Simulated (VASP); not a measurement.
A run of VASP 6.6.1:

The input INCAR:

```
  PREC = Accurate
  ENCUT = 520
  EDIFF = 1E-6
  ISMEAR = 0
  SIGMA = 0.05
  LREAL = Auto
  LASPH = T
  NELM = 150
  ALGO = Normal
  ISIF = 2
  LWAVE = F
  LCHARG = F
  ISPIN = 2
  MAGMOM = 0 0 0 0 0 0 0 0 0 0 0 0 0 0 0 0 0 0 0.25
  LORBIT = 11
  NBANDS = 58
```

Contents of KPOINTS:

```
regular mesh
0
Gamma
  2 2 1
```

File POSCAR:

```
C18N
1.0
    7.3980000000      0.0000000000      0.0000000000
   -3.6990000000      6.4068560000      0.0000000000
    0.0000000000      0.0000000000     11.0000000000
C N
18 1
Direct
   -0.0031866833     -0.0027848293      0.0893273636
    0.2195149035      0.1088343487      0.0858040000
   -0.0031432421      0.3294502015      0.0832517273
    0.2184306905      0.4407316163      0.0832396364
   -0.0042229219      0.6613465325      0.0858970000
    0.2184758569      0.7729641497      0.0893657273
    0.3305982447     -0.0027799907      0.0893179091
    0.5500778940      0.1104799296      0.0912731818
    0.3294656691      0.3287312841      0.0844797273
    0.5525006620      0.4407298993      0.0832228182
    0.3246924709      0.6596879967      0.0912978182
    0.5478141041      0.7654200438      0.1179059091
    0.6674640892      0.0047305574      0.1179240909
    0.8905988930      0.1104816465      0.0912869091
    0.6627899036      0.3294459872      0.0832402727
    0.8858271934      0.4414556843      0.0845395455
    0.6652017309      0.6596900258      0.0912700909
    0.8846861142      0.7729580624      0.0893532727
    0.6076278441      0.8850556342      0.2280031818
```

Potentials or basis: VASP PAW LDA potentials, release 64 (C, N).

The run is started by

```sh
$ cat potpaw_LDA.64/C/POTCAR potpaw_LDA.64/N/POTCAR > POTCAR
$ mpirun -np 1 vasp_std > vasp.out
```

Hardware: 1 thread of AMD EPYC 7R43 64-Core Processor (Zen 3), on a shared host.

**Question.** Estimate the wall time of this run.

**Answer.** It took 11 min on 1 thread of AMD EPYC 7R43 64-Core Processor (Zen 3), on a shared host, peak memory 0.48 GiB. Counts: scf iterations 29, k points 4.
